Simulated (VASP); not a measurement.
# Ge13H7 in VASP: further runs

The runs below take Ge13H7 through single point, with PBE.

Everything below comes from runs of VASP 6.6.1. Logs are shortened: lines on timing, memory, paths and dates and some standing lists are left out, and cuts for length are marked.

### 1 The cell of the first run

The cell holds a disordered packing, 20 atoms: a = 6.896 Å, b = 7.144 Å, c = 7.209 Å, α = 89.82°, β = 88.17°, γ = 85.76°.

### 2 Single point, PBE

The input, INCAR:

```
SYSTEM = Ge13H7
PREC = Accurate
ENCUT = 410
EDIFF = 1E-6
ISMEAR = -1
SIGMA = 0.1034
LREAL = Auto
LASPH = .True.
NELM = 120
ALGO = Normal
ISIF = 2
LWAVE = .False.
LCHARG = .False.
GGA = PE
NBANDS = 110
ISYM = -1
GGA_COMPAT = .False.
```

The input, KPOINTS:

```
explicit points
1
Reciprocal
  0.25000000   0.25000000   0.25000000 1
```

The input, POSCAR:

```
Ge13H7
1.0
    6.8906340000      0.2594100000      0.1123140000
    0.2594100000      7.1389950000      0.0092880000
    0.1123140000      0.0092880000      7.2079550000
H Ge
7 13
Direct
    0.2598663367      0.4607800660      0.8722530381
    0.3436967455     -0.0674124726      0.2993036403
    0.8623323663      1.0539322946      0.1631114622
    0.5632518076     -0.1290868442     -0.0301265900
    0.3665741122      0.6909538183      0.8015886637
    0.1506779661     -0.0062663864      0.6828520651
    0.9095778766      1.0532593329      0.0632312490
    0.1060525703      0.3009735053      0.9573162388
    0.4930165348      0.1189883240      0.9771243269
    0.0764993166      0.3239271190      0.5903562690
    0.9803739838      0.4416464278      0.3177804612
    0.5343456351      0.7544218482      0.3543923948
    0.8176421141      0.8263638369      0.7348363130
    0.6708093015      0.5473897349      0.9346230059
    0.2347663275      0.8023896166      0.1254097535
    0.6650834910      0.2822382629      0.3274271806
    0.9940517699      0.9505427934      0.3909109349
    0.4611482373      0.3247042533      0.6827621349
    0.3943870041      0.4644838617      0.1917636406
    0.2922675637      0.7883536657      0.6054041725
```

Potentials or basis: VASP PAW PBE potentials, release 64 (H, Ge_d).

Started as:

```
> cat potpaw_PBE.64/H/POTCAR potpaw_PBE.64/Ge_d/POTCAR > POTCAR
> mpirun -np 1 vasp_std > vasp.out
```

OUTCAR:

```text
SYSTEM = Ge13H7
   PREC = Accurate
   ENCUT = 410
   EDIFF = 1E-6
   ISMEAR = -1
   LREAL = Auto
   LASPH = .True.
   NELM = 120
   ISIF = 2
   GGA = PE
   ISYM = -1

 ion  position               nearest neighbor table
   1  0.260  0.461  0.872-   8 1.71
   2  0.344  0.933  0.299-  15 1.78  12 1.81
   3  0.862  0.054  0.163-   7 0.78
   4  0.563  0.871  0.970-   9 1.80
   5  0.367  0.691  0.802-  20 1.65
   6  0.151  0.994  0.683-  20 1.78
   7  0.910  0.053  0.063-   3 0.78
   8  0.106  0.301  0.957-   1 1.71  10 2.66  11 2.87   9 2.89
   9  0.493  0.119  0.977-   4 1.80  18 2.58   8 2.89
  10  0.076  0.324  0.590-  11 2.24   8 2.66  18 2.76
  11  0.980  0.442  0.318-  10 2.24  16 2.53   8 2.87
  12  0.534  0.754  0.354-   2 1.81  20 2.42  19 2.64  15 2.69
  13  0.818  0.826  0.735-  14 2.69  17 2.89
  14  0.671  0.547  0.935-  13 2.69  19 2.71  18 2.91
  15  0.235  0.802  0.125-   2 1.78  19 2.63  17 2.66  12 2.69
  16  0.665  0.282  0.327-  19 2.43  11 2.53  18 2.89
  17  0.994  0.951  0.391-  15 2.66  20 2.79  13 2.89
  18  0.461  0.325  0.683-   9 2.58  10 2.76  16 2.89  14 2.91
  19  0.394  0.464  0.192-  16 2.43  15 2.63  12 2.64  14 2.71
  20  0.292  0.788  0.605-   5 1.65   6 1.78  12 2.42  17 2.79

IMPORTANT INFORMATION: All symmetrisations will be switched off!
NOSYMM: (Re-)initialisation of all symmetry stuff for point group C_1.

----------------------------------------------------------------------------------------

                                     Primitive cell

  volume of cell :     354.0000

  direct lattice vectors                    reciprocal lattice vectors
     6.890634000  0.259410000  0.112314000     0.145360072 -0.005279018 -0.002258191
     0.259410000  7.138995000  0.009288000    -0.005279018  0.140267691 -0.000098488
     0.112314000  0.009288000  7.207955000    -0.002258191 -0.000098488  0.138770919

  length of vectors
     6.896429867  7.143712580  7.208835966     0.145473427  0.140367029  0.138789327

  position of ions in fractional coordinates (direct lattice)
     0.259866337  0.460780066  0.872253038
     0.343696745  0.932587527  0.299303640
     0.862332366  0.053932295  0.163111462
     0.563251808  0.870913156  0.969873410
     0.366574112  0.690953818  0.801588664
     0.150677966  0.993733614  0.682852065
[... 12 lines left out ...]
     0.394387004  0.464483862  0.191763641
     0.292267564  0.788353666  0.605404173

  ion indices of the primitive-cell ions
   primitive index   ion index
                 1           1
                 2           2
                 3           3
                 4           4
                 5           5
                 6           6
[... 12 lines left out ...]
                19          19
                20          20

----------------------------------------------------------------------------------------

 KPOINTS: explicit points

Read explicit list of k-points.

 Found      1 k-points:

 Following reciprocal coordinates:
            Coordinates               Weight
  0.250000  0.250000  0.250000      1.000000
   k-points           NKPTS =      1   k-points in BZ     NKDIM =      1   number of bands    NBANDS=    110
   number of dos      NEDOS =    301   number of ions     NIONS =     20
   total plane-waves  NPLWV = 110592
   dimension x,y,z NGX =    48 NGY =   48 NGZ =   48
   dimension x,y,z NGXF=    96 NGYF=   96 NGZF=   96
   ions per type =               7  13
   NGX,Y,Z   is equivalent  to a cutoff of  11.57, 11.17, 11.07 a.u.
   NGXF,Y,Z  is equivalent  to a cutoff of  23.14, 22.34, 22.14 a.u.
 SYSTEM =  Ge13H7
   PREC   = accura    normal or accurate (medium, high low for compatibility)
   ISTART =      0    job   : 0-new  1-cont  2-samecut
   ICHARG =      2    charge: 1-file 2-atom 10-const
   ISPIN  =      1    spin polarized calculation?
   LNONCOLLINEAR =      F non collinear calculations
   LSORBIT =      F    spin-orbit coupling
   LASPH  =      T    aspherical Exc in radial PAW
   ENCUT  =  410.0 eV  30.13 Ry    5.49 a.u.  11.39 11.79 11.90*2*pi/ulx,y,z
   NELM   =    120;   NELMIN=  2; NELMDL= -5     # of ELM steps
   EDIFF  = 0.1E-05   stopping-criterion for ELM
   LREAL  =      T    real-space projection
   EDIFFG = 0.1E-04   stopping-criterion for IOM
   NSW    =      0    number of steps for IOM
   IBRION =     -1    ionic relax: 0-MD 1-quasi-New 2-CG
   NFREE  =      0    steps in history (QN), initial steepest desc. (CG)
   ISIF   =      2    stress and relaxation
   ISYM   =     -1    0-nonsym 1-usesym 2-fastsym
   POTIM  = 0.5000    time-step for ionic-motion
   TEBEG  =    0.0;   TEEND  =   0.0 temperature during run
   PSTRESS=    0.0 pullay stress
   NELECT =     189.0000    total number of electrons
   NUPDOWN=      -1.0000    fix difference up-down
   EMIN   =  10.00;   EMAX   =-10.00  energy-range for DOS
   EFERMI =   0.00;   METHOD = LEGACY
   ISMEAR =    -1;   SIGMA  =   0.10  broadening in eV -4-tet -1-fermi 0-gaus
   EFERMI_NEDOS =   21; number of points for ismear=-14 and -15
   IALGO  =     38    algorithm
   IMIX   =      4    mixing-type and parameters
     AMIX     =   0.40;   BMIX     =  1.00
     AMIX_MAG =   1.60;   BMIX_MAG =  1.00
  volume/ion in A,a.u.               =      17.70       119.45
  Fermi-wavevector in a.u.,A,eV,Ry     =   1.328091  2.509727 23.998288  1.763824
  Thomas-Fermi vector in A             =   2.457354
   LORBIT       =      0    0 simple, 1 ext, 2 COOP (PROOUT), +10 PAW based schemes
   GGA     = PE    functional components
   LHFCALC =     F    Hartree Fock is set to
   AEXX    =    0.0000 exact exchange contribution
   IVDW    =     0    specifies the selected vdW correction
   LEPSILON=     F    determine dielectric tensor
   LRPA    =     F    only Hartree local field effects (RPA)
 non-spin polarized calculation
  energy-cutoff  :      410.00
  volume of cell :      354.00
 maximum number of plane-waves:      6693
 NGX is ok and might be reduce to    48
   NGX = 23   NGY = 23   NGZ = 23

 number of electron     188.9999956 magnetization

 Free energy of the ion-electron system (eV)
  ---------------------------------------------------
  ext. energy  EPLUGINS =         0.00000000
  ---------------------------------------------------
  free energy    TOTEN  =       -71.26235574 eV

  energy without entropy =      -70.96938367  energy(sigma->0) =      -71.11586970

 E-fermi :   3.6225     XC(G=0):  -9.6278

 val. band max:        3.5477997571   @ k =   0.2500   0.2500   0.2500
 cond. band min:       3.9366859520   @ k =   0.2500   0.2500   0.2500
 fundamental gap:      0.3888861949
 Fermi energy:         3.6225003693

 k-point     1 :       0.2500    0.2500    0.2500
  band No.  band energies     occupation
      1     -21.4336      2.00000
      2     -21.4207      2.00000
      3     -21.3867      2.00000
      4     -21.3716      2.00000
      5     -21.3665      2.00000
      6     -21.3402      2.00000
[... 98 lines left out ...]
    105       6.3941      0.00000
    106       6.7569      0.00000
 [bands above 106 left out]

------------------------ aborting loop because EDIFF is reached ----------------------------------------

  FORCE on cell =-STRESS in cart. coord.  units (eV):
  Direction    XX          YY          ZZ          XY          YZ          ZX
  --------------------------------------------------------------------------------------
  -------------------------------------------------------------------------------------
  Total       -4.8851812     -2.1359881      2.9332038     -0.2238276      0.0566591      5.4971895
  in kB      -22.1099609     -9.6673209     13.2754588     -1.0130268      0.2564348     24.8798643
  external PRESSURE =      -6.1672743 kB  Pullay stress =       0.0000000 kB

 VOLUME and BASIS-vectors are now :
 -----------------------------------------------------------------------------
  energy-cutoff  :      410.00
  volume of cell :      354.00
      direct lattice vectors                 reciprocal lattice vectors
     6.890634000  0.259410000  0.112314000     0.145360072 -0.005279018 -0.002258191
     0.259410000  7.138995000  0.009288000    -0.005279018  0.140267691 -0.000098488
     0.112314000  0.009288000  7.207955000    -0.002258191 -0.000098488  0.138770919

 POSITION                                       TOTAL-FORCE (eV/Angst)
 -----------------------------------------------------------------------------------
      2.00814      3.36502      6.32063        -0.233647     -0.203901      0.124957
      2.64383      6.74968      2.20463         0.343998      0.323759     -0.071111
      5.97433      0.61023      1.27305        -0.355222     -0.051380      0.043263
      4.21602      6.37257      7.06215         0.052827      0.239766     -0.229425
      2.79520      5.03525      5.82540        -0.431424      0.559456     -0.244046
      1.37274      7.13969      4.94812         1.015535     -0.326049     -0.253924
[... 12 lines left out ...]
      2.85961      3.42004      1.43083        -0.709885      0.295810     -0.438728
      2.28641      5.70949      4.40387        -1.011513      0.100348      1.571865
 -----------------------------------------------------------------------------------
    total drift:                                0.008668     -0.010169      0.005239

  FREE ENERGIE OF THE ION-ELECTRON SYSTEM (eV)
  ---------------------------------------------------
  free  energy   TOTEN  =       -71.2623557376 eV

  energy  without entropy=      -70.9693836678  energy(sigma->0) =      -71.11586970
```

Wall time 56 s (1 thread of Intel Xeon Platinum 8375C at 2.90GHz (Ice Lake), shared host); peak memory 0.31 GiB.

Results:

```yaml
Free_energy: -71.2624 eV
Pressure: -0.6 GPa
Largest_force: 2.907 eV/Å
Band_gap_on_the_k_mesh: zero (an odd number of electrons rules out a gap without spin polarisation)
```

Forces on the atoms (eV/Å):
```
H   -0.234 -0.204  0.125
H    0.344  0.324 -0.071
H   -0.355 -0.051  0.043
H    0.053  0.240 -0.229
H   -0.431  0.559 -0.244
H    1.016 -0.326 -0.254
H    0.137  0.030 -0.560
Ge   0.224  0.689 -0.048
Ge  -0.019 -0.912  0.375
Ge   1.134 -1.248  2.368
Ge  -1.072  0.664 -2.131
Ge   0.932  0.024  0.191
Ge  -0.714  0.212 -0.048
Ge   0.437 -0.688 -0.814
Ge  -0.119  0.507 -0.933
Ge   0.531 -0.340  0.471
Ge  -0.320 -0.212  0.887
Ge   0.178  0.335 -0.261
Ge  -0.710  0.296 -0.439
Ge  -1.012  0.100  1.572
```

Levels at points of the mesh, in eV from the Fermi level:
| k point | band 91 | band 92 | band 93 | band 94 | band 95 | band 96 | band 97 | band 98 | band 99 | band 100 |
| --- | --- | --- | --- | --- | --- | --- | --- | --- | --- | --- |
| (0.25, 0.25, 0.25) | -1.07 | -0.90 | -0.45 | -0.14 | -0.07 | 0.31 | 0.63 | 0.86 | 1.08 | 1.59 |

Caveat: the atoms stand as in a frame of molecular dynamics.

(Continued in part 2 of 2.)
